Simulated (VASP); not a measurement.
Runs of VASP 6.6.1 on Sn. The structure is that of space group Fd-3m (No. 227), or close to it. The cells are those of the table. This isn't the form of Sn at room conditions, which is tetragonal (white tin).

```tsv
cell	gap on the mesh (eV)	pressure (GPa)
a = 4.548 Å, angles 60.0°, 2 atoms	none	3.1
a = 4.734 Å, angles 60.0°, 2 atoms	none	(a)
a = 4.643 Å, angles 60.0°, 2 atoms	none	0.0
a = 4.689 Å, angles 60.0°, 2 atoms	none	-1.2
```

Alike in all rows: task single point; level r2SCAN; potentials or basis VASP PAW PBE potentials, release 64 (Sn_d); no spin polarisation; k mesh 12 × 12 × 12; cutoff (eV) 520; smearing gaussian 0.1 eV.

Problem. Fill in the values left out.

Solution. (a) -2.2.

Caveats: the PAW data sets were made with another functional, which shifts forces and pressure a little; spin-orbit coupling is left out, which moves the levels of the heavy elements; the cell stands under pressure (at least some runs).

A k mesh can miss the band edges, and the runs leave out spin-orbit coupling on Sn.

A gap of «none» marks levels without a gap at the run's occupations.
